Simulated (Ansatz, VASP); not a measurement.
Two plane-wave programs on Si

Contents of INCAR:

```
ALGO = Normal
EDIFF = 1E-6
ENCUT = 520
GGA = PE
ISIF = 2
ISMEAR = -1
LASPH = T
LCHARG = F
LREAL = F
LWAVE = F
NBANDS = 16
NELM = 80
PREC = Accurate
SIGMA = 0.02
```

KPOINTS

```
k-points
0
Gamma
  12 12 4
```

Contents of POSCAR:

```
Si
1.0
    3.7926586071      0.0000000000      0.0000000000
   -1.8963293035      3.2845387016      0.0000000000
    0.0000000000      0.0000000000      6.2759023532
Si
4
Direct
    0.3333333333      0.6666666667      0.0006249591
    0.6666666667      0.3333333333      0.5006249591
    0.3333333333      0.6666666667      0.3743750409
    0.6666666667      0.3333333333      0.8743750409
```

Input for Ansatz:

```yaml
crystal:
  lattice:
    - [3.7926586071, 0.0, 0.0]
    - [-1.8963293035, 3.2845387016, 0.0]
    - [0.0, 0.0, 6.2759023532]
  atoms:
    - { symbol: Si, position: [0.3333333333, 0.6666666667, 0.0006249591] }
    - { symbol: Si, position: [0.6666666667, 0.3333333333, 0.5006249591] }
    - { symbol: Si, position: [0.3333333333, 0.6666666667, 0.3743750409] }
    - { symbol: Si, position: [0.6666666667, 0.3333333333, 0.8743750409] }
kpoints:
  mp_grid: { grid: [12, 12, 4] }
  band_path:
    path:
      - [0.0, 0.0, 0.0]
      - [0.5, 0.0, 0.0]
      - [0.3333333333, 0.3333333333, 0.0]
      - [0.0, 0.0, 0.5]
      - [0.5, 0.0, 0.5]
      - [0.3333333333, 0.3333333333, 0.5]
    npoints: 1
hamiltonian:
  xc: pbe
scf:
  occupations: { method: fermi_dirac, width: 0.02 }
  n_extra_bands: 5
output:
  forces: true
  stress: true
  eigenvalues: true
```

Change from the starting cell: hydrostatic strain -1.0%.

Alike in both runs: task single point; functional PBE; k mesh 12 × 12 × 4; occupations fermi-dirac, width 0.02 eV; no spin polarisation.

|  | VASP | Ansatz |
| --- | --- | --- |
| version | VASP 6.6.1 | Ansatz 0.2.0 |
| potentials or method | VASP PAW PBE potentials, release 64 (Si) | plane waves, PAW |
| plane-wave cutoff (eV) | 520 | 420 |
| valence electrons in the cell | 16 | 16 |

Ansatz gave:

* pressure (GPa): 4.4
* traceless stress, the component that is largest in VASP (GPa): -0.06

Q: Estimate VASP's values.

A: Pressure (GPa): 4.3; traceless stress, the component that is largest in VASP (GPa): -0.07.
